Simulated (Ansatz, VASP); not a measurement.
**CdF2 in VASP and in Ansatz**

File INCAR:

```
SYSTEM = CdF2
PREC = Accurate
ENCUT = 520
EDIFF = 1E-6
ISMEAR = 0
SIGMA = 0.05
LREAL = .False.
LASPH = .True.
NELM = 100
ALGO = Normal
ISIF = 2
LWAVE = .False.
LCHARG = .True.
GGA = PE
LELF = .True.
LVHAR = .True.
NBANDS = 20
```

File KPOINTS:

```
regular mesh
0
Gamma
  8 8 8
  0 0 0
```

Contents of POSCAR:

```
CdF2
1.0
    1.4254861447      3.5637153617      3.5637153617
    3.5637153617      1.4254861447      3.5637153617
    3.5637153617      3.5637153617      1.4254861447
Cd F
1 2
Direct
    0.0000000000      0.0000000000      0.0000000000
    0.2500000000      0.2500000000      0.2500000000
    0.7500000000      0.7500000000      0.7500000000
```

Input for Ansatz:

```yaml
crystal:
  lattice:
    - [1.4254861447, 3.5637153617, 3.5637153617]
    - [3.5637153617, 1.4254861447, 3.5637153617]
    - [3.5637153617, 3.5637153617, 1.4254861447]
  atoms:
    - { symbol: Cd, position: [0.0, 0.0, 0.0] }
    - { symbol: F, position: [0.25, 0.25, 0.25] }
    - { symbol: F, position: [0.75, 0.75, 0.75] }
basis:
  ecutwfc: 420
kpoints:
  mp_grid: { grid: [8, 8, 8] }
hamiltonian:
  xc: pbe
scf:
  occupations: { method: gaussian, width: 0.05 }
output:
  forces: true
  stress: true
  eigenvalues: true
```

Alike in both runs: task single point; functional PBE; k mesh 8 × 8 × 8; occupations gaussian, width 0.05 eV; no spin polarisation.

|  | VASP | Ansatz |
| --- | --- | --- |
| version | VASP 6.6.1 | Ansatz 0.2.0 |
| potentials or method | VASP PAW PBE potentials, release 64 (Cd, F), cutoff 520 eV | scalar-relativistic, plane waves, PAW |
| valence electrons in the cell | 26 | 34 |

Ansatz gave:

| Property | Result |
| --- | --- |
| gap on the k mesh at the Fermi level (eV) | 3.49 |
| least direct gap on the mesh (eV) | 3.55 |
| rms of the force components (eV/Å) | 0.571 |

Q: What did VASP give for the same quantities?

A: gap on the k mesh at the Fermi level (eV): 3.44; least direct gap on the mesh (eV): 3.49; rms of the force components (eV/Å): 0.668.

Atom by atom the forces differ by 0.097 eV/Å (rms over components). The functional is the same, so the differences come from potentials, cutoffs and numerics. VASP's potentials hold 26 valence electrons a cell and Ansatz's 34, so a difference there can come from the potentials and not from the codes.
